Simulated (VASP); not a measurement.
# As (Im-3m) in VASP: notebook

As is run at these levels: LDA; tasks: single point.

All numbers are computed with VASP 6.6.1; they aren't measurements. Logs are shortened: lines on timing, memory, paths and dates and some standing lists are left out, and cuts for length are marked.

**1. The cell of the first run**

The structure is cubic, space group Im-3m (No. 229). The conventional cell has a = 3.247 Å, b = 3.247 Å, c = 3.247 Å, α = 90.00°, β = 90.00°, γ = 90.00°. Within 3.7 Å of As (site symmetry m-3m) lie 14 As at 2.81 to 3.25 Å.

**2. Single point, LDA (volume scaled by 0.96)**

Contents of INCAR:

```
SYSTEM = As
PREC = Accurate
ENCUT = 520
EDIFF = 1E-7
ISMEAR = -1
SIGMA = 0.1
LREAL = .FALSE.
LASPH = .TRUE.
NELM = 80
ALGO = Normal
ISIF = 2
LWAVE = .FALSE.
LCHARG = .FALSE.
GGA = CA
NBANDS = 8
```

Contents of KPOINTS:

```
Automatic mesh
0
G
  15 15 15
  0 0 0
```

Contents of POSCAR:

```
As
1.0
   -1.6236776320      1.6236776320      1.6236776320
    1.6236776320     -1.6236776320      1.6236776320
    1.6236776320      1.6236776320     -1.6236776320
As
1
Direct
    0.0000000000      0.0000000000      0.0000000000
```

Potentials or basis: VASP PAW LDA potentials, release 64 (As).

On the command line:

```sh
> cat potpaw_LDA.64/As/POTCAR > POTCAR
> mpirun -np 1 vasp_std > vasp.out
```

OUTCAR:

```text
SYSTEM = As
   PREC = Accurate
   ENCUT = 520
   EDIFF = 1E-7
   ISMEAR = -1
   LREAL = .FALSE.
   LASPH = .TRUE.
   NELM = 80
   ISIF = 2
   GGA = CA

 ion  position               nearest neighbor table
   1  0.000  0.000  0.000-

  LATTYP: Found a body centered cubic cell.
 ALAT       =     3.2473552640

  Lattice vectors:

 A1 = (  -1.6236776320,   1.6236776320,   1.6236776320)
 A2 = (   1.6236776320,  -1.6236776320,   1.6236776320)
 A3 = (   1.6236776320,   1.6236776320,  -1.6236776320)

Analysis of symmetry for initial positions (statically):
=====================================================================
 Subroutine PRICEL returns:
 Original cell was already a primitive cell.

 Routine SETGRP: Setting up the symmetry group for a
 body centered cubic supercell.

 Subroutine GETGRP returns: Found 48 space group operations
 (whereof 48 operations were pure point group operations)
 out of a pool of 48 trial point group operations.

The static configuration has the point symmetry O_h .

Analysis of symmetry for dynamics (positions and initial velocities):
=====================================================================
 Subroutine PRICEL returns:
 Original cell was already a primitive cell.

 Routine SETGRP: Setting up the symmetry group for a
 body centered cubic supercell.

 Subroutine GETGRP returns: Found 48 space group operations
 (whereof 48 operations were pure point group operations)
 out of a pool of 48 trial point group operations.

The dynamic configuration has the point symmetry O_h .

 Subroutine INISYM returns: Found 48 space group operations
 (whereof 48 operations are pure point group operations),
 and found     1 'primitive' translations

----------------------------------------------------------------------------------------

                                     Primitive cell

  volume of cell :      17.1222

  direct lattice vectors                    reciprocal lattice vectors
    -1.623677632  1.623677632  1.623677632     0.000000000  0.307942901  0.307942901
     1.623677632 -1.623677632  1.623677632     0.307942901  0.000000000  0.307942901
     1.623677632  1.623677632 -1.623677632     0.307942901  0.307942901  0.000000000

  length of vectors
     2.812292154  2.812292154  2.812292154     0.435497027  0.435497027  0.435497027

  position of ions in fractional coordinates (direct lattice)
     0.000000000  0.000000000  0.000000000

  ion indices of the primitive-cell ions
   primitive index   ion index
                 1           1

[... 69 lines left out ...]
   ENCUT  =  520.0 eV  38.22 Ry    6.18 a.u.   5.23  5.23  5.23*2*pi/ulx,y,z
   NELM   =     80;   NELMIN=  2; NELMDL= -5     # of ELM steps
   EDIFF  = 0.1E-06   stopping-criterion for ELM
   LREAL  =      F    real-space projection
   EDIFFG = 0.1E-05   stopping-criterion for IOM
   NSW    =      0    number of steps for IOM
   IBRION =     -1    ionic relax: 0-MD 1-quasi-New 2-CG
   NFREE  =      0    steps in history (QN), initial steepest desc. (CG)
   ISIF   =      2    stress and relaxation
   ISYM   =      2    0-nonsym 1-usesym 2-fastsym
   POTIM  = 0.5000    time-step for ionic-motion
   TEBEG  =    0.0;   TEEND  =   0.0 temperature during run
   PSTRESS=    0.0 pullay stress
   NELECT =       5.0000    total number of electrons
   NUPDOWN=      -1.0000    fix difference up-down
   EMIN   =  10.00;   EMAX   =-10.00  energy-range for DOS
   EFERMI =   0.00;   METHOD = LEGACY
   ISMEAR =    -1;   SIGMA  =   0.10  broadening in eV -4-tet -1-fermi 0-gaus
   EFERMI_NEDOS =   21; number of points for ismear=-14 and -15
   IALGO  =     38    algorithm
   IMIX   =      4    mixing-type and parameters
     AMIX     =   0.40;   BMIX     =  1.00
     AMIX_MAG =   1.60;   BMIX_MAG =  1.00
  volume/ion in A,a.u.               =      17.12       115.55
  Fermi-wavevector in a.u.,A,eV,Ry     =   1.086121  2.052472 16.050244  1.179660
  Thomas-Fermi vector in A             =   2.222251
   LORBIT       =      0    0 simple, 1 ext, 2 COOP (PROOUT), +10 PAW based schemes
   GGA     = CA    functional components
   LHFCALC =     F    Hartree Fock is set to
   AEXX    =    0.0000 exact exchange contribution
   IVDW    =     0    specifies the selected vdW correction
   LEPSILON=     F    determine dielectric tensor
   LRPA    =     F    only Hartree local field effects (RPA)
 non-spin polarized calculation
  energy-cutoff  :      520.00
  volume of cell :       17.12
 maximum number of plane-waves:       478
 NGX is ok and might be reduce to    24
   NGX = 11   NGY = 11   NGZ = 11

 number of electron       4.9999999 magnetization

 Free energy of the ion-electron system (eV)
  ---------------------------------------------------
  ext. energy  EPLUGINS =         0.00000000
  ---------------------------------------------------
  free energy    TOTEN  =        -5.00314547 eV

  energy without entropy =       -4.98616932  energy(sigma->0) =       -4.99465740

 E-fermi :   7.7479     XC(G=0): -11.3506

 val. band max:        7.7144865851   @ k =   0.2000   0.2000   0.1333
 cond. band min:       7.7549657336   @ k =   0.2667   0.1333   0.0667
 fundamental gap:      0.0404791486
 Fermi energy:         7.7478645732

 k-point     1 :       0.0000    0.0000    0.0000
  band No.  band energies     occupation
      1      -8.2848      2.00000
      2      14.4939      0.00000
      3      14.4939      0.00000
      4      14.4939      0.00000
      5      21.3926      0.00000
      6      21.3926      0.00000
      7      21.3926      0.00000
      8      24.2495      0.00000
[... 243 lines left out ...]
 k-point    24 :       0.4000    0.2000    0.0000
  band No.  band energies     occupation
      1      -2.2014      2.00000
      2       1.3739      2.00000
      3       5.9005      2.00000
      4      11.0056      0.00000
      5      17.9367      0.00000
      6      21.3658      0.00000
      7      24.5449      0.00000
      8      25.0882      0.00000

 [... further k-points ...]
[... 5 lines left out ...]
  --------------------------------------------------------------------------------------
  -------------------------------------------------------------------------------------
  Total        0.5068819      0.5068819      0.5068819      0.0000000      0.0000000      0.0000000
  in kB       47.4305267     47.4305267     47.4305267      0.0000000      0.0000000      0.0000000
  external PRESSURE =      47.4305267 kB  Pullay stress =       0.0000000 kB

 VOLUME and BASIS-vectors are now :
 -----------------------------------------------------------------------------
  energy-cutoff  :      520.00
  volume of cell :       17.12
      direct lattice vectors                 reciprocal lattice vectors
    -1.623677632  1.623677632  1.623677632     0.000000000  0.307942901  0.307942901
     1.623677632 -1.623677632  1.623677632     0.307942901  0.000000000  0.307942901
     1.623677632  1.623677632 -1.623677632     0.307942901  0.307942901  0.000000000

 POSITION                                       TOTAL-FORCE (eV/Angst)
 -----------------------------------------------------------------------------------
      0.00000      0.00000      0.00000        -0.000000     -0.000000      0.000000
 -----------------------------------------------------------------------------------
    total drift:                               -0.000000      0.000000      0.000000

  FREE ENERGIE OF THE ION-ELECTRON SYSTEM (eV)
  ---------------------------------------------------
  free  energy   TOTEN  =        -5.0031454718 eV

  energy  without entropy=       -4.9861693191  energy(sigma->0) =       -4.99465740
```

OSZICAR:

```text
N       E                     dE             d eps       ncg     rms          rms(c)
DAV:   1     0.154492523154E+01    0.15449E+01   -0.21022E+03  1928   0.469E+02
DAV:   2    -0.495496127755E+01   -0.64999E+01   -0.63322E+01  2672   0.502E+01
DAV:   3    -0.501010961653E+01   -0.55148E-01   -0.54905E-01  2208   0.503E+00
DAV:   4    -0.501014344409E+01   -0.33828E-04   -0.33826E-04  2992   0.142E-01
DAV:   5    -0.501014345012E+01   -0.60302E-08   -0.65873E-08  2192   0.130E-03    0.244E+00
DAV:   6    -0.500554700825E+01    0.45964E-02   -0.15552E-03  2304   0.195E-01    0.143E+00
DAV:   7    -0.500315031820E+01    0.23967E-02   -0.28662E-03  2120   0.265E-01    0.426E-02
DAV:   8    -0.500314534725E+01    0.49710E-05   -0.25226E-05  2416   0.390E-02    0.877E-03
DAV:   9    -0.500314551881E+01   -0.17156E-06   -0.27781E-07  2808   0.370E-03    0.296E-03
DAV:  10    -0.500314547176E+01    0.47046E-07   -0.92648E-08  2256   0.157E-03
   1 F= -.50031455E+01 E0= -.49946574E+01  d E =-.169762E-01
```

It took 24 s on 1 thread of AMD EPYC 7R43 (Zen 3), shared host; peak memory 0.1 GiB.

Results:

| Property | Result |
| --- | --- |
| Free energy | -5.0031 eV |
| Pressure | 4.7 GPa |

Caveat: the cell differs from its parent crystal (volume scaled by 0.96).

**3. Single point, LDA**

This run uses another cell than the first one, of 17.84 Å³/atom, 1.042 times its volume.

Contents of INCAR:

```
PREC = Accurate
ENCUT = 520
EDIFF = 1E-6
ISMEAR = -1
SIGMA = 0.1
LREAL = F
LASPH = T
NELM = 80
ALGO = Normal
ISIF = 2
LWAVE = F
LCHARG = T
LELF = T
LVHAR = T
NBANDS = 8
```

Contents of KPOINTS:

```
regular mesh
0
Gamma
  15 15 15
```

Contents of POSCAR:

```
As
1.0
   -1.6459225556      1.6459225556      1.6459225556
    1.6459225556     -1.6459225556      1.6459225556
    1.6459225556      1.6459225556     -1.6459225556
As
1
Direct
    0.0000000000      0.0000000000      0.0000000000
```

Potentials or basis: VASP PAW LDA potentials, release 64 (As).

On the command line:

```sh
> cat potpaw_LDA.64/As/POTCAR > POTCAR
> mpirun -np 1 vasp_std > vasp.out
```

Wall time 20 s (1 thread of AMD EPYC 7R43 (Zen 3), shared host); peak memory 0.1 GiB.

Results (log left out):

```
Free energy : -5.0140 eV
Pressure    : 0.3 GPa
```

Levels at points of the mesh, in eV from the Fermi level:
| k point | band 1 | band 2 | band 3 | band 4 | band 5 | band 6 |
| --- | --- | --- | --- | --- | --- | --- |
| (0.00, 0.00, 0.00) | -15.64 | 6.38 | 6.38 | 6.38 | 13.44 | 13.44 |

(Part 1 of 2 ends here.)
